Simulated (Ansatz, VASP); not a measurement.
# Two plane-wave programs on MgO

```
Mg O
1.0
     0.00000    2.10217    2.10217
     2.10217    0.00000    2.10217
     2.10217    2.10217    0.00000
Mg O
1 1
Direct
  0.00000 0.00000 0.00000
  0.50000 0.50000 0.50000
```

Alike in both runs: task single point; functional r2SCAN; k mesh 8 × 8 × 8; occupations fermi-dirac, width 0.001 eV; no spin polarisation.

|  | VASP | Ansatz |
| --- | --- | --- |
| version | VASP 6.6.1 | Ansatz 0.2.0 |
| potentials or method | VASP PAW PBE potentials, release 64 (Mg, O) | plane waves |
| plane-wave cutoff (eV) | 660 | 500 |
| valence electrons in the cell | 8 | 16 |

|  | VASP | Ansatz | Ansatz less VASP |
| --- | --- | --- | --- |
| gap on the k mesh at the Fermi level (eV) | 5.66 | 5.68 | +0.020 |
| pressure (GPa) | -1.4 | 0.0 | +1.45 |

VASP's potentials were made for PBE, not for r2SCAN. VASP's potentials hold 8 valence electrons a cell and Ansatz's 16, so a difference there can come from the potentials and not from the codes.
